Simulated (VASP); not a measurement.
Here is a VASP 6.6.1 calculation.

Contents of INCAR:

```
PREC = Accurate ; ENCUT = 520
EDIFF = 1E-6 ; ISMEAR = 0
SIGMA = 0.02 ; LREAL = False
LASPH = True ; NELM = 60
ALGO = Normal ; ISIF = 2
LWAVE = False ; LCHARG = False
GGA = PE ; NBANDS = 26
```

Contents of KPOINTS:

```
regular mesh
0
Gamma
  12 12 4
```

Contents of POSCAR:

```
ZnS
1.0
    3.9593889435      0.0000000000      0.0000000000
   -1.9796944718      3.4289314086      0.0000000000
    0.0000000000      0.0000000000      6.2030998647
Zn S
2 2
Direct
    0.3333333333      0.6666666667     -0.0034433876
    0.6666666667      0.3333333333      0.4965566124
    0.3333333333      0.6666666667      0.3784433876
    0.6666666667      0.3333333333      0.8784433876
```

Potentials or basis: VASP PAW PBE potentials, release 64 (Zn, S).

Command:

```bash
$ cat potpaw_PBE.64/Zn/POTCAR potpaw_PBE.64/S/POTCAR > POTCAR
$ mpirun -np 1 vasp_std > vasp.out
```

Question: Estimate the pressure.

Answer: -2.5 GPa.

Question: What does it give for the band gap on the k mesh?

Answer: 1.87 eV.

Forces in eV/Å, atoms in the order of the input:
```
Zn   0.000  0.000 -0.002
Zn   0.000  0.000 -0.002
S    0.000  0.000  0.002
S    0.000  0.000  0.002
```

Caveat: the cell differs from its parent crystal (biaxial strain in the a-b plane: +3.0 %, then relaxed in part). A k mesh can miss the band edges.
